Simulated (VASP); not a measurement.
# BN (Cm) in VASP: further runs

Runs on BN. Level: r2SCAN. Tasks: single point.

All numbers are computed with VASP 6.6.1; they aren't measurements. Logs are shortened: lines on timing, memory, paths and dates and some standing lists are left out, and cuts for length are marked.

## Step 1: The cell of the first run

It takes space group Cm (No. 8, monoclinic). The conventional cell has a = 4.441 Å, b = 2.564 Å, c = 2.564 Å, α = 90.00°, β = 125.26°, γ = 90.00°. Within 1.9 Å of B (site symmetry m) lie 4 N at 1.33 to 1.83 Å. N (site symmetry m) has 4 B at 1.33 to 1.83 Å within 1.9 Å.

## Step 2: Single point, r2SCAN (all N atoms moved +0.312 Å, as atom 2 along Cartesian [1 1 0])

Input file POSCAR:

```
BN
1.0
    0.0000000000      1.8130010000      1.8130010000
    1.8130010000      0.0000000000      1.8130010000
    1.8130010000      1.8130010000      0.0000000000
B N
1 1
Direct
    0.0000000000      0.0000000000      0.0000000000
    0.7500000000      0.7500000000      0.8718812726
```

Input file INCAR.step1:

```
PREC = Accurate
ENCUT = 520
ISMEAR = 0
SIGMA = 0.05
LREAL = False
LASPH = True
NELM = 80
NBANDS = 11
GGA = PE
ALGO = Normal
EDIFF = 1E-4
LWAVE = True
LCHARG = False
```

Input file INCAR.step2:

```
PREC = Accurate
ENCUT = 520
EDIFF = 1E-6
ISMEAR = 0
SIGMA = 0.05
LREAL = False
LASPH = True
NELM = 80
ALGO = Normal
ISIF = 2
LWAVE = False
LCHARG = False
METAGGA = R2SCAN
LMIXTAU = True
NBANDS = 11
ISTART = 1
```

Input file KPOINTS:

```
Automatic mesh
0
Gamma
  12 12 12
```

Potentials or basis: VASP PAW PBE potentials, release 64 (B, N).

The run is started by

```sh
$ cat potpaw_PBE.64/B/POTCAR potpaw_PBE.64/N/POTCAR > POTCAR
$ cp INCAR.step1 INCAR
$ mpirun -np 1 vasp_std > vasp.out
$ cp INCAR.step2 INCAR
$ mpirun -np 1 vasp_std > vasp.out
```

OUTCAR:

```text
PREC = Accurate
   ENCUT = 520
   EDIFF = 1E-6
   ISMEAR = 0
   LREAL = False
   LASPH = True
   NELM = 80
   ISIF = 2
   METAGGA = R2SCAN
   ISTART = 1

 ion  position               nearest neighbor table
   1  0.000  0.000  0.000-   2 1.33   2 1.60   2 1.60   2 1.83
   2  0.750  0.750  0.872-   1 1.33   1 1.60   1 1.60   1 1.83

  LATTYP: Found a face centered cubic cell.
 ALAT       =     3.6260020000

  Lattice vectors:

 A1 = (   0.0000000000,   1.8130010000,   1.8130010000)
 A2 = (   1.8130010000,   0.0000000000,   1.8130010000)
 A3 = (   1.8130010000,   1.8130010000,   0.0000000000)

Analysis of symmetry for initial positions (statically):
=====================================================================
 Subroutine PRICEL returns:
 Original cell was already a primitive cell.

 Routine SETGRP: Setting up the symmetry group for a
 face centered cubic supercell.

 Subroutine GETGRP returns: Found  2 space group operations
 (whereof  2 operations were pure point group operations)
 out of a pool of 48 trial point group operations.

The static configuration has the point symmetry C_1h.

Analysis of symmetry for dynamics (positions and initial velocities):
=====================================================================
 Subroutine PRICEL returns:
 Original cell was already a primitive cell.

 Routine SETGRP: Setting up the symmetry group for a
 face centered cubic supercell.

 Subroutine GETGRP returns: Found  2 space group operations
 (whereof  2 operations were pure point group operations)
 out of a pool of 48 trial point group operations.

The dynamic configuration has the point symmetry C_1h.

 Subroutine INISYM returns: Found  2 space group operations
 (whereof  2 operations are pure point group operations),
 and found     1 'primitive' translations

----------------------------------------------------------------------------------------

                                     Primitive cell

  volume of cell :      11.9186

  direct lattice vectors                    reciprocal lattice vectors
     0.000000000  1.813001000  1.813001000    -0.275785838  0.275785838  0.275785838
     1.813001000  0.000000000  1.813001000     0.275785838 -0.275785838  0.275785838
     1.813001000  1.813001000  0.000000000     0.275785838  0.275785838 -0.275785838

  length of vectors
     2.563970603  2.563970603  2.563970603     0.477675083  0.477675083  0.477675083

  position of ions in fractional coordinates (direct lattice)
     0.000000000  0.000000000  0.000000000
     0.750000000  0.750000000  0.871881273

  ion indices of the primitive-cell ions
   primitive index   ion index
                 1           1
                 2           2

----------------------------------------------------------------------------------------

 KPOINTS: Automatic mesh

Automatic generation of k-mesh.
 Grid dimensions read from file:
 generate k-points for:   12   12   12

 Generating k-lattice:

  Cartesian coordinates                     Fractional coordinates (reciprocal lattice)
    -0.022982153  0.022982153  0.022982153     0.083333333  0.000000000  0.000000000
     0.022982153 -0.022982153  0.022982153     0.000000000  0.083333333  0.000000000
     0.022982153  0.022982153 -0.022982153     0.000000000  0.000000000  0.083333333

  Length of vectors
     0.039806257  0.039806257  0.039806257

  Shift w.r.t. Gamma in fractional coordinates (k-lattice)
     0.000000000  0.000000000  0.000000000

 Subroutine IBZKPT returns following result:
 ===========================================

 Found    476 irreducible k-points:

 Following reciprocal coordinates:
            Coordinates               Weight
  0.000000  0.000000  0.000000      1.000000
  0.083333  0.000000  0.000000      4.000000
  0.000000  0.000000  0.083333      2.000000
  0.083333  0.083333  0.083333      2.000000
  0.166667  0.000000  0.000000      4.000000
  0.000000  0.000000  0.166667      2.000000
[... 16 lines left out ...]
  0.000000  0.166667  0.083333      4.000000
  0.083333  0.000000  0.166667      4.000000
 [... further k-points ...]
   k-points           NKPTS =    476   k-points in BZ     NKDIM =    476   number of bands    NBANDS=     11
   number of dos      NEDOS =    301   number of ions     NIONS =      2
   total plane-waves  NPLWV =   8000
   dimension x,y,z NGX =    20 NGY =   20 NGZ =   20
   dimension x,y,z NGXF=    40 NGYF=   40 NGZF=   40
   ions per type =               1   1
   NGX,Y,Z   is equivalent  to a cutoff of  12.97, 12.97, 12.97 a.u.
   NGXF,Y,Z  is equivalent  to a cutoff of  25.94, 25.94, 25.94 a.u.
 SYSTEM =  unknown system
   PREC   = accura    normal or accurate (medium, high low for compatibility)
   ISTART =      1    job   : 0-new  1-cont  2-samecut
   ICHARG =      0    charge: 1-file 2-atom 10-const
   ISPIN  =      1    spin polarized calculation?
   LNONCOLLINEAR =      F non collinear calculations
   LSORBIT =      F    spin-orbit coupling
   LASPH  =      T    aspherical Exc in radial PAW
   ENCUT  =  520.0 eV  38.22 Ry    6.18 a.u.   4.77  4.77  4.77*2*pi/ulx,y,z
   NELM   =     80;   NELMIN=  2; NELMDL=  0     # of ELM steps
   EDIFF  = 0.1E-05   stopping-criterion for ELM
   LREAL  =      F    real-space projection
   EDIFFG = 0.1E-04   stopping-criterion for IOM
   NSW    =      0    number of steps for IOM
   IBRION =     -1    ionic relax: 0-MD 1-quasi-New 2-CG
   NFREE  =      0    steps in history (QN), initial steepest desc. (CG)
   ISIF   =      2    stress and relaxation
   ISYM   =      2    0-nonsym 1-usesym 2-fastsym
   POTIM  = 0.5000    time-step for ionic-motion
   TEBEG  =    0.0;   TEEND  =   0.0 temperature during run
   PSTRESS=    0.0 pullay stress
   NELECT =       8.0000    total number of electrons
   NUPDOWN=      -1.0000    fix difference up-down
   EMIN   =  10.00;   EMAX   =-10.00  energy-range for DOS
   EFERMI =   0.00;   METHOD = LEGACY
   ISMEAR =     0;   SIGMA  =   0.05  broadening in eV -4-tet -1-fermi 0-gaus
   EFERMI_NEDOS =   21; number of points for ismear=-14 and -15
   IALGO  =     38    algorithm
   IMIX   =      4    mixing-type and parameters
     AMIX     =   0.40;   BMIX     =  1.00
     AMIX_MAG =   1.60;   BMIX_MAG =  1.00
  volume/ion in A,a.u.               =       5.96        40.22
  Fermi-wavevector in a.u.,A,eV,Ry     =   1.433387  2.708709 27.954506  2.054598
  Thomas-Fermi vector in A             =   2.552911
   LORBIT       =      0    0 simple, 1 ext, 2 COOP (PROOUT), +10 PAW based schemes
   METAGGA = R2SCAN    functional components
   LHFCALC =     F    Hartree Fock is set to
   AEXX    =    0.0000 exact exchange contribution
   IVDW    =     0    specifies the selected vdW correction
   LEPSILON=     F    determine dielectric tensor
   LRPA    =     F    only Hartree local field effects (RPA)
 non-spin polarized calculation
 Gauss-broadening in eV      SIGMA  =   0.05
  energy-cutoff  :      520.00
  volume of cell :       11.92
 maximum number of plane-waves:       332
   NGX =  9   NGY =  9   NGZ =  9

 number of electron       7.9999999 magnetization

 Free energy of the ion-electron system (eV)
  ---------------------------------------------------
  ext. energy  EPLUGINS =         0.00000000
  ---------------------------------------------------
  free energy    TOTEN  =       -18.02685879 eV

  energy without entropy =      -18.02685879  energy(sigma->0) =      -18.02685879

 E-fermi :   8.6607     XC(G=0): -13.5742

 val. band max:        8.4723583579   @ k =   0.0000   0.0000   0.0000
 cond. band min:      10.7692719033   @ k =   0.5000   0.5000   0.0000
 fundamental gap:      2.2969135454
 Fermi energy:         8.6606563337

 k-point     1 :       0.0000    0.0000    0.0000
  band No.  band energies     occupation
      1     -14.1339      2.00000
      2       3.9141      2.00000
      3       7.5253      2.00000
      4       8.4724      2.00000
      5      15.8617      0.00000
      6      16.6339      0.00000
      7      17.3911      0.00000
      8      20.4808      0.00000
      9      31.7917      0.00000
     10      34.5196      0.00000
     11      35.6844      0.00000

 k-point     2 :       0.0833    0.0000    0.0000
  band No.  band energies     occupation
      1     -13.9636      2.00000
      2       3.6430      2.00000
      3       6.7957      2.00000
      4       8.3664      2.00000
      5      15.7312      0.00000
      6      16.8047      0.00000
      7      17.9015      0.00000
      8      21.0364      0.00000
      9      31.4545      0.00000
     10      33.4700      0.00000
     11      34.3616      0.00000

 k-point     3 :       0.0000    0.0000    0.0833
  band No.  band energies     occupation
      1     -13.9594      2.00000
      2       3.7899      2.00000
      3       7.4160      2.00000
      4       7.4361      2.00000
      5      15.9085      0.00000
      6      16.9747      0.00000
      7      17.7489      0.00000
      8      20.7362      0.00000
      9      31.7501      0.00000
     10      34.1071      0.00000
     11      34.2730      0.00000

 k-point     4 :       0.0833    0.0833    0.0833
  band No.  band energies     occupation
      1     -13.9697      2.00000
      2       3.3702      2.00000
      3       7.2030      2.00000
      4       8.2827      2.00000
      5      16.4587      0.00000
      6      16.6760      0.00000
      7      17.4207      0.00000
      8      21.0053      0.00000
      9      31.2496      0.00000
     10      33.3365      0.00000
     11      33.3519      0.00000
[... 239 lines left out ...]
 k-point    22 :       0.1667    0.0833    0.0000
  band No.  band energies     occupation
      1     -13.5220      2.00000
      2       2.8645      2.00000
      3       5.7283      2.00000
      4       7.7412      2.00000
      5      15.6958      0.00000
      6      17.2458      0.00000
      7      18.5019      0.00000
      8      22.1839      0.00000
      9      29.3056      0.00000
     10      33.1346      0.00000
     11      35.0802      0.00000

 k-point    23 :       0.0000    0.1667    0.0833
  band No.  band energies     occupation
      1     -13.5171      2.00000
      2       2.8096      2.00000
      3       5.4970      2.00000
      4       8.0468      2.00000
      5      15.3437      0.00000
      6      17.3301      0.00000
      7      19.0323      0.00000
      8      22.3026      0.00000
      9      29.0337      0.00000
     10      33.1694      0.00000
     11      34.2852      0.00000

 k-point    24 :       0.0833    0.0000    0.1667
  band No.  band energies     occupation
      1     -13.5050      2.00000
      2       3.1854      2.00000
      3       5.9013      2.00000
      4       6.9274      2.00000
      5      15.5903      0.00000
      6      17.8999      0.00000
      7      18.5820      0.00000
      8      21.4809      0.00000
      9      29.2922      0.00000
     10      33.8812      0.00000
     11      34.9240      0.00000

 [... further k-points ...]
[... 5 lines left out ...]
  --------------------------------------------------------------------------------------
  -------------------------------------------------------------------------------------
  Total        1.5665916      1.5665916      2.3689856      2.0891865      0.3954188      0.3954056
  in kB      210.5921850    210.5921850    318.4555835    280.8430349     53.1549608     53.1531881
  external PRESSURE =     246.5466512 kB  Pullay stress =       0.0000000 kB

 VOLUME and BASIS-vectors are now :
 -----------------------------------------------------------------------------
  energy-cutoff  :      520.00
  volume of cell :       11.92
      direct lattice vectors                 reciprocal lattice vectors
     0.000000000  1.813001000  1.813001000    -0.275785838  0.275785838  0.275785838
     1.813001000  0.000000000  1.813001000     0.275785838 -0.275785838  0.275785838
     1.813001000  1.813001000  0.000000000     0.275785838  0.275785838 -0.275785838

 POSITION                                       TOTAL-FORCE (eV/Angst)
 -----------------------------------------------------------------------------------
      0.00000      0.00000      0.00000         5.143596      5.143596      4.560442
      2.94047      2.94047      2.71950        -5.143596     -5.143596     -4.560442
 -----------------------------------------------------------------------------------
    total drift:                               -0.000239     -0.000239     -0.000013

  FREE ENERGIE OF THE ION-ELECTRON SYSTEM (eV)
  ---------------------------------------------------
  free  energy   TOTEN  =       -18.0268587857 eV

  energy  without entropy=      -18.0268587857  energy(sigma->0) =      -18.02685879
```

Run time: 2.1 min. Hardware: 1 thread of AMD EPYC 9R45 (Zen 5), shared host; peak memory 0.14 GiB.

Results:

| Item | Value |
| --- | --- |
| Free energy | -18.0269 eV |
| Pressure | 24.7 GPa |
| Largest force | 8.585 eV/Å |
| Band gap on the k mesh | 2.30 eV (least direct gap 6.96 eV) |

Forces in eV/Å, atoms in the order of the input:
```
B    5.144  5.144  4.560
N   -5.144 -5.144 -4.560
```

Caveat: the cell differs from its parent crystal (all N atoms moved +0.312 Å, as atom 2 along Cartesian [1 1 0]); the stress differs along the axes, from 21 to 32 GPa; the PAW data sets were made with another functional, which shifts forces and pressure a little. A k mesh can miss the band edges.

## Step 3: Single point, r2SCAN (all N atoms moved +0.188 Å, as atom 2 along Cartesian [1 1 0])

POSCAR, as its differences from that of step 2:

```diff
@@ -9,2 +9,2 @@
     0.0000000000      0.0000000000      0.0000000000
-    0.7500000000      0.7500000000      0.8718812726
+    0.7500000000      0.7500000000      0.8231287636
```

Input file INCAR.step1:

```
SYSTEM = BN
ALGO = Normal ; EDIFF = 1E-4
ENCUT = 520 ; GGA = PE
ISMEAR = 0 ; LASPH = .True.
LCHARG = .False. ; LREAL = .False.
LWAVE = .True. ; NBANDS = 11
NELM = 100 ; PREC = Accurate
SIGMA = 0.05
```

Input file INCAR.step2:

```
SYSTEM = BN
ALGO = Normal ; EDIFF = 1E-6
ENCUT = 520 ; ISIF = 2
ISMEAR = 0 ; ISTART = 1
LASPH = .True. ; LCHARG = .True.
LELF = .True. ; LMIXTAU = .True.
LREAL = .False. ; LVHAR = .True.
LWAVE = .False. ; METAGGA = R2SCAN
NBANDS = 11 ; NELM = 100
PREC = Accurate ; SIGMA = 0.05
```

Input file KPOINTS:

```
k-points
0
Gamma
  12 12 12
  0 0 0
```

Potentials or basis: VASP PAW PBE potentials, release 64 (B, N).

The run is started by

```sh
$ cat potpaw_PBE.64/B/POTCAR potpaw_PBE.64/N/POTCAR > POTCAR
$ cp INCAR.step1 INCAR
$ mpirun -np 1 vasp_std > vasp.out
$ cp INCAR.step2 INCAR
$ mpirun -np 1 vasp_std > vasp.out
```

It took 2.2 min on 1 thread of AMD EPYC 9R45 (Zen 5), shared host; peak memory 0.13 GiB.

The run converged. Its results:

```
Free energy            : -18.7562 eV
Pressure               : 6.0 GPa
Largest force          : 4.695 eV/Å
Band gap on the k mesh : 3.26 eV (least direct gap 7.67 eV)
```

Forces on the atoms (eV/Å):
```
B    3.110  3.110  1.643
N   -3.110 -3.110 -1.643
```

Stress tensor (GPa, compression positive):
```
 5.13 10.64  1.49
10.64  5.13  1.49
 1.49  1.49  7.73
```

Levels at points of the mesh, in eV from the valence-band top:
| k point | band 2 | band 3 | band 4 | band 5 | band 6 | band 7 |
| --- | --- | --- | --- | --- | --- | --- |
| (0.00, 0.00, 0.00) | -3.16 | -1.07 | 0.00 | 7.67 | 7.94 | 9.20 |
| (0.50, 0.00, 0.00) | -12.23 | -4.59 | -1.75 | 7.35 | 9.31 | 13.36 |
| (0.00, 0.00, 0.50) | -11.81 | -4.53 | -2.59 | 8.13 | 9.07 | 11.65 |
| (0.50, 0.50, 0.50) | -12.66 | -3.66 | -2.25 | 8.59 | 10.27 | 12.32 |
| (0.50, 0.50, 0.00) | -10.65 | -6.27 | -5.82 | 3.26 | 7.77 | 17.91 |
| (0.00, 0.50, 0.50) | -10.58 | -6.82 | -5.69 | 3.54 | 8.11 | 17.49 |

Caveat: the cell differs from its parent crystal (all N atoms moved +0.188 Å, as atom 2 along Cartesian [1 1 0]); the cell stands under pressure; the PAW data sets were made with another functional, which shifts forces and pressure a little. A k mesh can miss the band edges.
